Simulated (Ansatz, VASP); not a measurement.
**As: VASP beside Ansatz**

```xyz
2
Lattice="3.4970 0.0000 0.0000 -1.7485 3.0285 0.0000 0.0000 0.0000 28.0000" Properties=species:S:1:pos:R:3 pbc="T T T"
As    0.0000    2.0190   15.0430
As    1.7485    1.0095   12.9570
```

Alike in both runs: task single point; functional PBE; k mesh 9 × 9 × 1; occupations gaussian, width 0.02 eV; no spin polarisation.

```csv
,VASP,Ansatz
version,VASP 6.6.1,Ansatz 0.2.0
potentials or method,"VASP PAW PBE potentials, release 64 (As), cutoff 520 eV","scalar-relativistic, plane waves, PAW"
valence electrons in the cell,10,30
```

|  | VASP | Ansatz | Ansatz less VASP |
| --- | --- | --- | --- |
| gap on the k mesh at the Fermi level (eV) | none | none | - |
| rms of the force components (eV/Å) | 1.686 | 1.683 | -0.0022 |

Atom by atom the forces differ by 0.002 eV/Å (rms over components). A gap of «none» marks a metal or a gap that the smearing closes. VASP's potentials hold 10 valence electrons a cell and Ansatz's 30, so a difference there can come from the potentials and not from the codes.
